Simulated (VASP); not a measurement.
# CuAu (P4/mmm) in VASP: single point with r2SCAN

Aim: the single point of CuAu with r2SCAN.

Program: VASP 6.6.1. These are calculated values, not measurements. Logs are shortened: lines on timing, memory, paths and dates and some standing lists are left out, and cuts for length are marked.

## Step 1: The cell of the first run

The structure is tetragonal, space group P4/mmm (No. 123). The conventional cell has a = 2.811 Å, b = 2.811 Å, c = 3.685 Å, α = 90.00°, β = 90.00°, γ = 90.00°. Within 3.7 Å of Au (site symmetry 4/mmm) lie 8 Cu at 2.71 Å and 6 Au at 2.81 to 3.69 Å. Cu (site symmetry 4/mmm) has 8 Au at 2.71 Å and 6 Cu at 2.81 to 3.69 Å within 3.7 Å.

## Step 2: Single point, r2SCAN

INCAR

```
METAGGA = R2SCAN
ISMEAR = -5
LWAVE = False
LCHARG = False
NBANDS = 27
PREC = Accurate
LASPH = True
LREAL = False
ALGO = Normal
EDIFF = 1E-6
NELM = 120
GGA_COMPAT = False
ENCUT = 470
LMIXTAU = True
LMAXMIX = 4
NEDOS = 4001
LORBIT = 11
KPAR = 2
```

KPOINTS

```
Automatic mesh
0
Gamma
  28 28 22
  0 0 0
```

POSCAR

```
CuAu
1.0
    2.8107494552      0.0000000000      0.0000000000
    0.0000000000      2.8107494552      0.0000000000
    0.0000000000      0.0000000000      3.6850000000
Au Cu
1 1
Direct
    0.0000000000      0.0000000000      0.0000000000
    0.5000000000      0.5000000000      0.5000000000
```

Potentials or basis: VASP PAW PBE potentials, release 64 (Au, Cu).

Launch:

```
$ cat potpaw_PBE.64/Au/POTCAR potpaw_PBE.64/Cu/POTCAR > POTCAR
$ mpirun -np 2 vasp_std > vasp.out
```

OUTCAR:

```text
METAGGA = R2SCAN
   ISMEAR = -5
   PREC = Accurate
   LASPH = True
   LREAL = False
   EDIFF = 1E-6
   NELM = 120
   ENCUT = 470
   LORBIT = 11

 ion  position               nearest neighbor table
   1  0.000  0.000  0.000-   2 2.71   2 2.71   2 2.71   2 2.71   2 2.71   2 2.71   2 2.71   2 2.71

   2  0.500  0.500  0.500-   1 2.71   1 2.71   1 2.71   1 2.71   1 2.71   1 2.71   1 2.71   1 2.71

  LATTYP: Found a simple tetragonal cell.
 ALAT       =     2.8107494552
 C/A-ratio  =     1.3110382333

  Lattice vectors:

 A1 = (   2.8107494552,   0.0000000000,   0.0000000000)
 A2 = (   0.0000000000,   2.8107494552,   0.0000000000)
 A3 = (   0.0000000000,   0.0000000000,   3.6850000000)

Analysis of symmetry for initial positions (statically):
=====================================================================
 Subroutine PRICEL returns:
 Original cell was already a primitive cell.

 Routine SETGRP: Setting up the symmetry group for a
 simple tetragonal supercell.

 Subroutine GETGRP returns: Found 16 space group operations
 (whereof 16 operations were pure point group operations)
 out of a pool of 16 trial point group operations.

The static configuration has the point symmetry D_4h.

Analysis of symmetry for dynamics (positions and initial velocities):
=====================================================================
 Subroutine PRICEL returns:
 Original cell was already a primitive cell.

 Routine SETGRP: Setting up the symmetry group for a
 simple tetragonal supercell.

 Subroutine GETGRP returns: Found 16 space group operations
 (whereof 16 operations were pure point group operations)
 out of a pool of 16 trial point group operations.

The dynamic configuration has the point symmetry D_4h.

 Subroutine INISYM returns: Found 16 space group operations
 (whereof 16 operations are pure point group operations),
 and found     1 'primitive' translations

----------------------------------------------------------------------------------------

                                     Primitive cell

  volume of cell :      29.1127

  direct lattice vectors                    reciprocal lattice vectors
     2.810749455  0.000000000  0.000000000     0.355776997  0.000000000  0.000000000
     0.000000000  2.810749455  0.000000000     0.000000000  0.355776997  0.000000000
     0.000000000  0.000000000  3.685000000     0.000000000  0.000000000  0.271370421

  length of vectors
     2.810749455  2.810749455  3.685000000     0.355776997  0.355776997  0.271370421

  position of ions in fractional coordinates (direct lattice)
     0.000000000  0.000000000  0.000000000
     0.500000000  0.500000000  0.500000000

  ion indices of the primitive-cell ions
   primitive index   ion index
                 1           1
                 2           2

----------------------------------------------------------------------------------------

 KPOINTS: Automatic mesh

Automatic generation of k-mesh.
 Grid dimensions read from file:
 generate k-points for:   28   28   22

 Generating k-lattice:

  Cartesian coordinates                     Fractional coordinates (reciprocal lattice)
     0.012706321  0.000000000  0.000000000     0.035714286  0.000000000  0.000000000
     0.000000000  0.012706321  0.000000000     0.000000000  0.035714286  0.000000000
     0.000000000  0.000000000  0.012335019     0.000000000  0.000000000  0.045454545

  Length of vectors
     0.012706321  0.012706321  0.012335019

  Shift w.r.t. Gamma in fractional coordinates (k-lattice)
     0.000000000  0.000000000  0.000000000

 TETIRR: Found  25872 inequivalent tetrahedra from   103488

 Subroutine IBZKPT returns following result:
 ===========================================

 Found   1440 irreducible k-points:

 Following reciprocal coordinates:
            Coordinates               Weight
  0.000000  0.000000  0.000000      1.000000
  0.035714  0.000000  0.000000      4.000000
  0.071429  0.000000  0.000000      4.000000
  0.107143  0.000000  0.000000      4.000000
  0.142857  0.000000  0.000000      4.000000
  0.178571  0.000000  0.000000      4.000000
[... 16 lines left out ...]
  0.285714  0.035714  0.000000      8.000000
  0.321429  0.035714  0.000000      8.000000
 [... further k-points ...]
   k-points           NKPTS =   1440   k-points in BZ     NKDIM =   1440   number of bands    NBANDS=     27
   number of dos      NEDOS =   4001   number of ions     NIONS =      2
   total plane-waves  NPLWV =  11200
   dimension x,y,z NGX =    20 NGY =   20 NGZ =   28
   dimension x,y,z NGXF=    40 NGYF=   40 NGZF=   56
   ions per type =               1   1
   NGX,Y,Z   is equivalent  to a cutoff of  11.83, 11.83, 12.63 a.u.
   NGXF,Y,Z  is equivalent  to a cutoff of  23.66, 23.66, 25.26 a.u.
 SYSTEM =  unknown system
   PREC   = accura    normal or accurate (medium, high low for compatibility)
   ISTART =      0    job   : 0-new  1-cont  2-samecut
   ICHARG =      2    charge: 1-file 2-atom 10-const
   ISPIN  =      1    spin polarized calculation?
   LNONCOLLINEAR =      F non collinear calculations
   LSORBIT =      F    spin-orbit coupling
   LASPH  =      T    aspherical Exc in radial PAW
   ENCUT  =  470.0 eV  34.54 Ry    5.88 a.u.   4.97  4.97  6.51*2*pi/ulx,y,z
   NELM   =    120;   NELMIN=  2; NELMDL= -5     # of ELM steps
   EDIFF  = 0.1E-05   stopping-criterion for ELM
   LREAL  =      F    real-space projection
   EDIFFG = 0.1E-04   stopping-criterion for IOM
   NSW    =      0    number of steps for IOM
   IBRION =     -1    ionic relax: 0-MD 1-quasi-New 2-CG
   NFREE  =      0    steps in history (QN), initial steepest desc. (CG)
   ISIF   =      2    stress and relaxation
   ISYM   =      2    0-nonsym 1-usesym 2-fastsym
   POTIM  = 0.5000    time-step for ionic-motion
   TEBEG  =    0.0;   TEEND  =   0.0 temperature during run

   SCALEE = 1.0000    scale energy and forces
   PSTRESS=    0.0 pullay stress
   NELECT =      22.0000    total number of electrons
   NUPDOWN=      -1.0000    fix difference up-down
   EMIN   =  10.00;   EMAX   =-10.00  energy-range for DOS
   EFERMI =   0.00;   METHOD = LEGACY
   ISMEAR =    -5;   SIGMA  =   0.20  broadening in eV -4-tet -1-fermi 0-gaus
   EFERMI_NEDOS =   21; number of points for ismear=-14 and -15
   IALGO  =     38    algorithm
   IMIX   =      4    mixing-type and parameters
     AMIX     =   0.40;   BMIX     =  1.00
     AMIX_MAG =   1.60;   BMIX_MAG =  1.00
  volume/ion in A,a.u.               =      14.56        98.23
  Fermi-wavevector in a.u.,A,eV,Ry     =   1.491152  2.817868 30.253005  2.223533
  Thomas-Fermi vector in A             =   2.603843
   LORBIT       =     11    0 simple, 1 ext, 2 COOP (PROOUT), +10 PAW based schemes
   METAGGA = R2SCAN    functional components
   LHFCALC =     F    Hartree Fock is set to
   AEXX    =    0.0000 exact exchange contribution
   IVDW    =     0    specifies the selected vdW correction
   LEPSILON=     F    determine dielectric tensor
   LRPA    =     F    only Hartree local field effects (RPA)

   CSHIFT  =0.1000    complex shift for real part using Kramers Kronig

   OMEGAMAX=  -1.0    maximum frequency
 non-spin polarized calculation
 Fermi weights with tetrahedron method with Bloechl corrections
  energy-cutoff  :      470.00
  volume of cell :       29.11
 maximum number of plane-waves:       693
 NGX is ok and might be reduce to    20
   NGX =  9   NGY =  9   NGZ = 13

 number of electron      22.0000020 magnetization

 Free energy of the ion-electron system (eV)
  ---------------------------------------------------
  ext. energy  EPLUGINS =         0.00000000
  ---------------------------------------------------
  free energy    TOTEN  =       -61.53998119 eV

  energy without entropy =      -61.53998119  energy(sigma->0) =      -61.53998119

 E-fermi :   8.6308     XC(G=0): -13.6047

 val. band max:        8.7033660828   @ k =   0.5000   0.3214   0.0455
 cond. band min:       8.5339850885   @ k =   0.5000   0.1071   0.2273
 fundamental gap:     -0.1693809943
 Fermi energy:         8.6307909911

 k-point     1 :       0.0000    0.0000    0.0000
  band No.  band energies     occupation
      1      -1.4737      2.00000
      2       1.6623      2.00000
      3       1.8561      2.00000
      4       4.3066      2.00000
      5       4.3066      2.00000
      6       5.3749      2.00000
[... 15 lines left out ...]
     22      36.3840      0.00000
     23      36.9606      0.00000

 k-point     2 :       0.0357    0.0000    0.0000
  band No.  band energies     occupation
      1      -1.4425      2.00000
      2       1.6795      2.00000
      3       1.8721      2.00000
      4       4.2871      2.00000
      5       4.3137      2.00000
      6       5.3610      2.00000
[... 15 lines left out ...]
     22      36.5115      0.00000
     23      36.8985      0.00000

 k-point     3 :       0.0714    0.0000    0.0000
  band No.  band energies     occupation
      1      -1.3496      2.00000
      2       1.7273      2.00000
      3       1.9232      2.00000
      4       4.2290      2.00000
      5       4.3348      2.00000
      6       5.3198      2.00000
[... 15 lines left out ...]
     22      36.4449      0.00000
     23      36.7224      0.00000
[... 495 lines left out ...]
 k-point    23 :       0.2857    0.0357    0.0000
  band No.  band energies     occupation
      1       0.2738      2.00000
      2       2.3110      2.00000
      3       3.0904      2.00000
      4       3.3289      2.00000
      5       4.6539      2.00000
      6       4.6615      2.00000
[... 15 lines left out ...]
     22      33.8452      0.00000
     23      34.8538      0.00000

 k-point    24 :       0.3214    0.0357    0.0000
  band No.  band energies     occupation
      1       0.6228      2.00000
      2       2.4360      2.00000
      3       3.1663      2.00000
      4       3.3445      2.00000
      5       4.5418      2.00000
      6       4.7342      2.00000
[... 15 lines left out ...]
     22      34.5671      0.00000
     23      34.5776      0.00000

 [... further k-points ...]

 [bands above 23 left out]

------------------------ aborting loop because EDIFF is reached ----------------------------------------

  FORCE on cell =-STRESS in cart. coord.  units (eV):
  Direction    XX          YY          ZZ          XY          YZ          ZX
  --------------------------------------------------------------------------------------
  -------------------------------------------------------------------------------------
  Total        0.0733604      0.0733604     -0.1152577      0.0000000     -0.0000000      0.0000000
  in kB        4.0372932      4.0372932     -6.3430577      0.0000000     -0.0000000      0.0000000
  external PRESSURE =       0.5771763 kB  Pullay stress =       0.0000000 kB

 VOLUME and BASIS-vectors are now :
 -----------------------------------------------------------------------------
  energy-cutoff  :      470.00
  volume of cell :       29.11
      direct lattice vectors                 reciprocal lattice vectors
     2.810749455  0.000000000  0.000000000     0.355776997  0.000000000  0.000000000
     0.000000000  2.810749455  0.000000000     0.000000000  0.355776997  0.000000000
     0.000000000  0.000000000  3.685000000     0.000000000  0.000000000  0.271370421

 POSITION                                       TOTAL-FORCE (eV/Angst)
 -----------------------------------------------------------------------------------
      0.00000      0.00000      0.00000         0.000000      0.000000      0.000000
      1.40537      1.40537      1.84250         0.000000      0.000000      0.000000
 -----------------------------------------------------------------------------------
    total drift:                               -0.000000      0.000000      0.000000

  FREE ENERGIE OF THE ION-ELECTRON SYSTEM (eV)
  ---------------------------------------------------
  free  energy   TOTEN  =       -61.5399811858 eV

  energy  without entropy=      -61.5399811858  energy(sigma->0) =      -61.53998119

 total charge

# of ion       s       p       d       tot
------------------------------------------
    1        0.620   0.424   8.716   9.761
    2        0.382   0.322   9.255   9.959
--------------------------------------------------
tot          1.002   0.746  17.972  19.720
```

Wall time 36 min (2 MPI ranks of Intel Xeon Platinum 8259CL at 2.50GHz (Skylake/Cascade Lake), shared host); peak memory 0.99 GiB.

Results:

* Free energy: -61.5400 eV
* Pressure: 0.1 GPa
* Valence electrons inside the program's atomic spheres: Au 9.76; Cu 9.96
* Density of states at the Fermi level: 0.29 states/eV/atom

Stress tensor (GPa, compression positive):
```
 0.40  0.00  0.00
 0.00  0.40  0.00
 0.00  0.00 -0.63
```

Levels at points of the mesh, in eV from the Fermi level:
```
           k point  band 7  band 8  band 9  band 10  band 11  band 12  band 13  band 14  band 15  band 16
(0.00, 0.00, 0.00)   -3.00   -2.32   -1.86    -1.62    -1.62     2.20     8.40    10.50    10.50    17.27
(0.50, 0.00, 0.00)   -3.18   -3.12   -2.55    -2.32    -0.95    -0.23     9.76     9.88    11.83    11.89
(0.50, 0.50, 0.00)   -1.85   -1.79   -1.52    -1.52     0.71     0.71     5.28     7.26    10.68    12.15
```

Caveat: the PAW data sets were made with another functional, which shifts forces and pressure a little; spin-orbit coupling is left out, which moves the levels of the heavy elements; tetrahedron occupations give inexact forces and stress in metals.
